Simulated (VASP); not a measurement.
Input of a VASP 6.6.1 run:

The input INCAR:

```
SYSTEM = AlNi
ALGO = Normal
EDIFF = 1E-6
ENCUT = 690
GGA = PS
GGA_COMPAT = .FALSE.
ISIF = 2
ISMEAR = 0
LASPH = .TRUE.
LCHARG = .FALSE.
LREAL = .FALSE.
LWAVE = .FALSE.
NBANDS = 18
NELM = 120
PREC = Accurate
SIGMA = 0.1
```

File KPOINTS:

```
k-points
0
G
  14 14 14
  0 0 0
```

The input POSCAR:

```
AlNi
1.0
    2.8728978914      0.0000000000      0.0000000000
    0.0000000000      2.8728978914      0.0000000000
    0.0000000000      0.0000000000      2.8120207083
Al Ni
1 1
Direct
    0.0000000000      0.0000000000      0.0000000000
    0.5000000000      0.5000000000      0.5000000000
```

Potentials or basis: VASP PAW PBE potentials, release 64 (Al, Ni_sv_GW).

Launch:

```bash
$ cat potpaw_PBE.64/Al/POTCAR potpaw_PBE.64/Ni_sv_GW/POTCAR > POTCAR
$ mpirun -np 1 vasp_std > vasp.out
```

Problem. What does it give for the band gap on the k mesh?

Solution. Zero (an odd number of electrons rules out a gap without spin polarisation).

Problem. What does it give for the pressure?

Solution. 1.5 GPa.

Stress tensor (GPa, compression positive):
```
1.01 0.00 0.00
0.00 1.01 0.00
0.00 0.00 2.38
```

Caveat: the cell differs from its parent crystal (uniaxial strain along c: -2.0 %); the PAW data sets were made with another functional, which shifts forces and pressure a little. Spin polarisation is off, so any magnetic state and its effect on volume and gap are missing.
